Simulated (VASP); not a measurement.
Wanted: the native input for a VASP 6.6.1 run.

* Task: single point
* Functional: PBEsol
* Potentials or basis: VASP PAW PBE potentials, release 64 (Ir)
* Cutoff: 500 eV
* k mesh: 18 × 18 × 10
* Occupations: fermi-dirac, width 0.15 eV
* Spin: no spin polarisation
* Dipole correction: no
* Further INCAR settings: ALGO = Normal; EDIFF = 1e-06; NBANDS = 16

The structure of Ir lies in POSCAR:

```
Ir
1.0
    2.7213187380      0.0000000000      0.0000000000
   -1.3606593690      2.3567311589      0.0000000000
    0.0000000000      0.0000000000      4.4100191876
Ir
2
Direct
    0.6666666667      0.3333333333      0.7500000000
    0.3333333333      0.6666666667      0.2500000000
```

This isn't the form of Ir at room conditions, which is fcc.

One way to write it, as run:

INCAR

```
SYSTEM = Ir
  PREC = Accurate
  ENCUT = 500
  EDIFF = 1E-6
  ISMEAR = -1
  SIGMA = 0.15
  LREAL = .FALSE.
  LASPH = .TRUE.
  NELM = 120
  ALGO = Normal
  ISIF = 2
  LWAVE = .FALSE.
  LCHARG = .TRUE.
  GGA = PS
  LELF = .TRUE.
  LVHAR = .TRUE.
  NBANDS = 16
  GGA_COMPAT = .FALSE.
```

KPOINTS

```
regular mesh
0
G
  18 18 10
  0 0 0
```

Potentials or basis: VASP PAW PBE potentials, release 64 (Ir).

Command:

```bash
$ cat potpaw_PBE.64/Ir/POTCAR > POTCAR
$ mpirun -np 1 vasp_std > vasp.out
```

Results of the run:

The pressure is 0.9 GPa. The band gap on the k mesh is zero (bands 9 and 10 overlap by 3.37 eV).

Caveat: the PAW data sets were made with another functional, which shifts forces and pressure a little; spin-orbit coupling is left out, which moves the levels of the heavy elements.

Run time: 84 s on 1 thread of Intel Xeon 8259CL, with other jobs on the host, peak memory 0.2 GiB.
